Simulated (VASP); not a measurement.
**SiC: single point with r2SCAN**

The system is SiC.

```xyz
4
Lattice="3.0752 0.0000 0.0000 -1.5376 2.6632 0.0000 0.0000 0.0000 5.0482" Properties=species:S:1:pos:R:3 pbc="T T T"
Si    0.0000    1.7755    0.0232
Si    1.5376    0.8877    2.5473
C     0.0000    1.7755    2.1203
C     1.5376    0.8877    4.4444
```

This cell differs from its parent crystal: atom 3 (C) moved by (+0.000, +0.200) A along [1 1 0] and z.

| Property | Result |
| --- | --- |
| Program | VASP 6.6.1 |
| Task | single point |
| Functional | r2SCAN |
| Potentials or basis | VASP PAW PBE potentials, release 64 (Si, C) |
| Cutoff | 520 eV |
| k mesh | 12 × 12 × 6 |
| Occupations | gaussian, width 0.05 eV |
| Spin | no spin polarisation |

* Pressure: 2.4 GPa
* Largest force: 3.727 eV/Å
* Band gap on the k mesh: 2.56 eV (least direct gap 4.61 eV)

Forces in eV/Å, atoms in the order of the input:
```
Si   0.000  0.000  0.731
Si   0.000  0.000  1.651
C    0.000  0.000 -3.727
C    0.000  0.000  1.344
```

Stress tensor (GPa, compression positive):
```
 4.39  0.00  0.00
 0.00  4.39  0.00
 0.00  0.00 -1.61
```

Levels at points of the mesh, in eV from the valence-band top:
| k point | band 6 | band 7 | band 8 | band 9 | band 10 | band 11 |
| --- | --- | --- | --- | --- | --- | --- |
| (0.00, 0.00, 0.00) | -0.64 | -0.64 | 0.00 | 4.94 | 5.86 | 6.73 |
| (0.50, 0.00, 0.00) | -4.13 | -3.42 | -1.93 | 2.68 | 4.40 | 6.87 |
| (0.00, 0.00, 0.50) | -1.77 | -1.08 | -1.08 | 5.71 | 6.19 | 7.23 |
| (0.50, 0.00, 0.50) | -2.85 | -2.82 | -2.28 | 3.22 | 3.32 | 4.77 |

Run time: 6.1 min on 1 thread of AMD EPYC 7R43 64-Core Processor (Zen 3), with other jobs on the host, peak memory 0.17 GiB.

Caveat: the cell differs from its parent crystal (atom 3 (C) moved by (+0.000, +0.200) A along [1 1 0] and z); the stress differs along the axes, from -2 to 4 GPa; the PAW data sets were made with another functional, which shifts forces and pressure a little. A k mesh can miss the band edges.
